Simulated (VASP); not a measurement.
# Lu3NbF (Pm-3m) in VASP: single point with PBE

Aim: the single point of Lu3NbF with PBE.

All numbers are computed with VASP 6.6.1; they aren't measurements. Logs are shortened: lines on timing, memory, paths and dates and some standing lists are left out, and cuts for length are marked.

**1. The cell of the first run**

Symmetry: Pm-3m, No. 221, cubic system. Conventional cell: a = 4.561 Å, b = 4.561 Å, c = 4.561 Å, α = 90.00°, β = 90.00°, γ = 90.00°. Lu (site symmetry 4/mmm) has 2 F at 2.28 Å within 3.0 Å. Nb (site symmetry m-3m) has 12 Lu at 3.23 Å and 8 F at 3.95 Å within 4.2 Å. Within 3.0 Å of F (site symmetry m-3m) lie 6 Lu at 2.28 Å.

**2. Single point, PBE**

The input, INCAR:

```
SYSTEM = Lu3NbF
ALGO     = Normal         ! electronic algorithm
EDIFF    = 1E-6           ! SCF threshold, eV
ENCUT    = 520            ! plane-wave cutoff, eV
GGA      = PE             ! functional
ISIF     = 2              ! what is computed and relaxed
ISMEAR   = 0              ! smearing method
LASPH    = .TRUE.         ! aspherical terms in the spheres
LCHARG   = .TRUE.         ! write CHGCAR
LELF     = .TRUE.         ! ELF
LREAL    = .FALSE.        ! projectors in reciprocal space
LVHAR    = .TRUE.       
LWAVE    = .FALSE.        ! write WAVECAR
NBANDS   = 56             ! bands
NELM     = 100            ! most SCF steps
PREC     = Accurate       ! precision mode
SIGMA    = 0.1            ! smearing width, eV
```

The input, KPOINTS:

```
k-points
0
G
  4 4 4
  0 0 0
```

The input, POSCAR:

```
Lu3NbF
1.0
    4.5612745700      0.0000000000      0.0000000000
    0.0000000000      4.5612745700      0.0000000000
    0.0000000000      0.0000000000      4.5612745700
Lu Nb F
3 1 1
Direct
    0.5000000000      0.0000000000      0.0000000000
    0.0000000000      0.5000000000      0.0000000000
    0.0000000000      0.0000000000      0.5000000000
    0.5000000000      0.5000000000      0.5000000000
    0.0000000000      0.0000000000      0.0000000000
```

Potentials or basis: VASP PAW PBE potentials, release 64 (Lu, Nb_sv, F).

Command:

```console
> cat potpaw_PBE.64/Lu/POTCAR potpaw_PBE.64/Nb_sv/POTCAR potpaw_PBE.64/F/POTCAR > POTCAR
> mpirun -np 1 vasp_std > vasp.out
```

OUTCAR:

```text
SYSTEM = Lu3NbF
   EDIFF = 1E-6
   ENCUT = 520
   GGA = PE
   ISIF = 2
   ISMEAR = 0
   LASPH = .TRUE.
   LREAL = .FALSE.
   NELM = 100
   PREC = Accurate

 ion  position               nearest neighbor table
   1  0.500  0.000  0.000-   5 2.28   5 2.28   4 3.23   2 3.23   3 3.23   4 3.23   2 3.23   4 3.23
                             4 3.23   2 3.23   3 3.23   3 3.23   3 3.23   2 3.23
   2  0.000  0.500  0.000-   5 2.28   5 2.28   4 3.23   1 3.23   3 3.23   4 3.23   1 3.23   3 3.23
                             3 3.23   3 3.23   1 3.23   4 3.23   4 3.23   1 3.23
   3  0.000  0.000  0.500-   5 2.28   5 2.28   4 3.23   1 3.23   1 3.23   2 3.23   2 3.23   2 3.23
                             4 3.23   2 3.23   1 3.23   4 3.23   1 3.23   4 3.23
   4  0.500  0.500  0.500-   1 3.23   2 3.23   3 3.23   1 3.23   2 3.23   1 3.23   3 3.23   1 3.23
                             2 3.23   3 3.23   2 3.23   3 3.23
   5  0.000  0.000  0.000-   1 2.28   2 2.28   3 2.28   3 2.28   2 2.28   1 2.28

  LATTYP: Found a simple cubic cell.
 ALAT       =     4.5612745700

  Lattice vectors:

 A1 = (   4.5612745700,   0.0000000000,   0.0000000000)
 A2 = (   0.0000000000,   4.5612745700,   0.0000000000)
 A3 = (   0.0000000000,   0.0000000000,   4.5612745700)

Analysis of symmetry for initial positions (statically):
=====================================================================
 Subroutine PRICEL returns:
 Original cell was already a primitive cell.

 Routine SETGRP: Setting up the symmetry group for a
 simple cubic supercell.

 Subroutine GETGRP returns: Found 48 space group operations
 (whereof 48 operations were pure point group operations)
 out of a pool of 48 trial point group operations.

The static configuration has the point symmetry O_h .

Analysis of symmetry for dynamics (positions and initial velocities):
=====================================================================
 Subroutine PRICEL returns:
 Original cell was already a primitive cell.

 Routine SETGRP: Setting up the symmetry group for a
 simple cubic supercell.

 Subroutine GETGRP returns: Found 48 space group operations
 (whereof 48 operations were pure point group operations)
 out of a pool of 48 trial point group operations.

The dynamic configuration has the point symmetry O_h .

 Subroutine INISYM returns: Found 48 space group operations
 (whereof 48 operations are pure point group operations),
 and found     1 'primitive' translations

----------------------------------------------------------------------------------------
[... 86 lines left out ...]
   EDIFFG = 0.1E-04   stopping-criterion for IOM
   NSW    =      0    number of steps for IOM
   IBRION =     -1    ionic relax: 0-MD 1-quasi-New 2-CG
   NFREE  =      0    steps in history (QN), initial steepest desc. (CG)
   ISIF   =      2    stress and relaxation
   ISYM   =      2    0-nonsym 1-usesym 2-fastsym
   POTIM  = 0.5000    time-step for ionic-motion
   TEBEG  =    0.0;   TEEND  =   0.0 temperature during run
   PSTRESS=    0.0 pullay stress
   NELECT =      95.0000    total number of electrons
   NUPDOWN=      -1.0000    fix difference up-down
   EMIN   =  10.00;   EMAX   =-10.00  energy-range for DOS
   EFERMI =   0.00;   METHOD = LEGACY
   ISMEAR =     0;   SIGMA  =   0.10  broadening in eV -4-tet -1-fermi 0-gaus
   EFERMI_NEDOS =   21; number of points for ismear=-14 and -15
   IALGO  =     38    algorithm
   IMIX   =      4    mixing-type and parameters
     AMIX     =   0.40;   BMIX     =  1.00
     AMIX_MAG =   1.60;   BMIX_MAG =  1.00
  volume/ion in A,a.u.               =      18.98       128.08
  Fermi-wavevector in a.u.,A,eV,Ry     =   1.637683  3.094772 36.490898  2.682005
  Thomas-Fermi vector in A             =   2.728782
   LORBIT       =      0    0 simple, 1 ext, 2 COOP (PROOUT), +10 PAW based schemes
   GGA     = PE    functional components
   LHFCALC =     F    Hartree Fock is set to
   AEXX    =    0.0000 exact exchange contribution
   IVDW    =     0    specifies the selected vdW correction
   LEPSILON=     F    determine dielectric tensor
   LRPA    =     F    only Hartree local field effects (RPA)
 non-spin polarized calculation
 Gauss-broadening in eV      SIGMA  =   0.10
  energy-cutoff  :      520.00
  volume of cell :       94.90
 maximum number of plane-waves:      2562
 NGX is ok and might be reduce to    36
   NGX = 17   NGY = 17   NGZ = 17

 number of electron      95.0000046 magnetization

 Free energy of the ion-electron system (eV)
  ---------------------------------------------------
  ext. energy  EPLUGINS =         0.00000000
  ---------------------------------------------------
  free energy    TOTEN  =       -28.45979885 eV

  energy without entropy =      -28.44197593  energy(sigma->0) =      -28.45088739

 E-fermi :   5.2378     XC(G=0): -11.9384

 val. band max:        5.2154976892   @ k =   0.5000   0.0000   0.0000
 cond. band min:       5.3426714859   @ k =   0.5000   0.2500   0.0000
 fundamental gap:      0.1271737966
 Fermi energy:         5.2378088836

 k-point     1 :       0.0000    0.0000    0.0000
  band No.  band energies     occupation
      1     -50.9092      2.00000
      2     -50.8260      2.00000
      3     -50.8260      2.00000
      4     -49.2415      2.00000
      5     -25.3139      2.00000
      6     -25.3139      2.00000
[... 579 lines left out ...]
     55       8.2740      0.00000
     56       8.2740      0.00000

------------------------ aborting loop because EDIFF is reached ----------------------------------------

  FORCE on cell =-STRESS in cart. coord.  units (eV):
  Direction    XX          YY          ZZ          XY          YZ          ZX
  --------------------------------------------------------------------------------------
  -------------------------------------------------------------------------------------
  Total        6.5923244      6.5923244      6.5923244      0.0000000      0.0000000     -0.0000000
  in kB      111.2988058    111.2988058    111.2988058      0.0000000      0.0000000     -0.0000000
  external PRESSURE =     111.2988058 kB  Pullay stress =       0.0000000 kB

 VOLUME and BASIS-vectors are now :
 -----------------------------------------------------------------------------
  energy-cutoff  :      520.00
  volume of cell :       94.90
      direct lattice vectors                 reciprocal lattice vectors
     4.561274570  0.000000000  0.000000000     0.219236966  0.000000000  0.000000000
     0.000000000  4.561274570  0.000000000     0.000000000  0.219236966  0.000000000
     0.000000000  0.000000000  4.561274570     0.000000000  0.000000000  0.219236966

 POSITION                                       TOTAL-FORCE (eV/Angst)
 -----------------------------------------------------------------------------------
      2.28064      0.00000      0.00000         0.000000      0.000000      0.000000
      0.00000      2.28064      0.00000         0.000000      0.000000      0.000000
      0.00000      0.00000      2.28064         0.000000      0.000000      0.000000
      2.28064      2.28064      2.28064         0.000000      0.000000      0.000000
      0.00000      0.00000      0.00000         0.000000      0.000000      0.000000
 -----------------------------------------------------------------------------------
    total drift:                                0.000000      0.000000     -0.000000

  FREE ENERGIE OF THE ION-ELECTRON SYSTEM (eV)
  ---------------------------------------------------
  free  energy   TOTEN  =       -28.4597988476 eV

  energy  without entropy=      -28.4419759256  energy(sigma->0) =      -28.45088739
```

OSZICAR:

```text
N       E                     dE             d eps       ncg     rms          rms(c)
DAV:   1     0.106550367448E+04    0.10655E+04   -0.32674E+04  1696   0.531E+03
DAV:   2     0.157043646216E+03   -0.90846E+03   -0.86048E+03  1536   0.113E+03
DAV:   3    -0.246365043780E+01   -0.15951E+03   -0.15302E+03  1264   0.275E+02
DAV:   4    -0.279192610678E+02   -0.25456E+02   -0.24725E+02  1648   0.836E+01
DAV:   5    -0.296301142707E+02   -0.17109E+01   -0.17040E+01  1920   0.191E+01    0.105E+01
DAV:   6    -0.289606834084E+02    0.66943E+00   -0.72412E+00  1728   0.158E+01    0.567E+00
DAV:   7    -0.285761152961E+02    0.38457E+00   -0.27584E+00  1744   0.781E+00    0.372E+00
DAV:   8    -0.284584476400E+02    0.11767E+00   -0.63211E-01  1592   0.445E+00    0.110E+00
DAV:   9    -0.284572275325E+02    0.12201E-02   -0.73191E-02  1592   0.155E+00    0.515E-01
DAV:  10    -0.284598484186E+02   -0.26209E-02   -0.14240E-02  1712   0.779E-01    0.162E-01
DAV:  11    -0.284597840975E+02    0.64321E-04   -0.16189E-03  1672   0.252E-01    0.761E-02
DAV:  12    -0.284598037210E+02   -0.19623E-04   -0.36717E-04  1520   0.100E-01    0.241E-02
DAV:  13    -0.284598001416E+02    0.35794E-05   -0.61589E-05  1656   0.555E-02    0.115E-02
DAV:  14    -0.284597990385E+02    0.11031E-05   -0.56960E-06  1344   0.158E-02    0.300E-03
DAV:  15    -0.284597988476E+02    0.19087E-06   -0.24583E-06   960   0.800E-03
   1 F= -.28459799E+02 E0= -.28450887E+02  d E =-.178229E-01
```

stdout:

```text
POSCAR found type information on POSCAR LuNbF
 POSCAR found :  3 types and       5 ions
 scaLAPACK will be used
 LDA part: xc-table for (Slater+PW92), standard interpolation
 POSCAR, INCAR and KPOINTS ok, starting setup
 FFT: planning ... GRIDC
 FFT: planning ... GRID_SOFT
 FFT: planning ... GRID
 WAVECAR not read
 entering main loop
```

Run time: 57 s. Hardware: 1 thread of Intel Xeon Platinum 8375C at 2.90GHz (Ice Lake), shared host; peak memory 0.23 GiB.

Results:

| Quantity | Value |
| --- | --- |
| Free energy | -28.4598 eV |
| Pressure | 11.1 GPa |

Levels at points of the mesh, in eV from the Fermi level:
| k point | band 45 | band 46 | band 47 | band 48 | band 49 | band 50 |
| --- | --- | --- | --- | --- | --- | --- |
| (0.00, 0.00, 0.00) | -1.97 | -1.97 | -1.97 | 1.31 | 1.31 | 1.31 |
| (0.50, 0.00, 0.00) | -0.69 | -0.55 | -0.08 | -0.08 | -0.02 | -0.02 |
| (0.50, 0.50, 0.00) | -1.72 | -0.48 | -0.48 | -0.16 | 0.27 | 1.20 |
| (0.50, 0.50, 0.50) | -2.37 | 0.68 | 0.68 | 0.89 | 0.89 | 0.89 |

Caveat: spin-orbit coupling is left out, which moves the levels of the heavy elements; an odd number of electrons without spin polarisation forces a metal; a magnetic or distorted state may lie lower.
